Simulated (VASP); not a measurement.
A run of VASP 6.6.1:

INCAR

```
  PREC = Accurate
  ENCUT = 520
  EDIFF = 1E-7
  ISMEAR = -1
  SIGMA = 0.1
  LREAL = False
  LASPH = True
  NELM = 60
  ALGO = Normal
  ISIF = 2
  LWAVE = False
  LCHARG = True
  GGA = PE
  LELF = True
  LVHAR = True
  NBANDS = 11
```

File KPOINTS:

```
regular mesh
0
Gamma
  11 11 11
```

POSCAR

```
Ba
1.0
    3.2687800015      0.0000000000      0.0000000000
    0.0000000000      3.2687800015      0.0000000000
    0.0000000000      0.0000000000      3.2687800015
Ba
1
Direct
    0.0000000000      0.0000000000      0.0000000000
```

Potentials or basis: VASP PAW PBE potentials, release 64 (Ba_sv).

The run is started by

```console
$ cat potpaw_PBE.64/Ba_sv/POTCAR > POTCAR
$ mpirun -np 1 vasp_std > vasp.out
```

Hardware: 1 thread of Intel Xeon 8259CL, with other jobs on the host.

Q: Estimate the wall time of this run.

A: It took 19 s on 1 thread of Intel Xeon 8259CL (shared host), peak memory 0.15 GiB. Counts: scf iterations 13, k points 56.
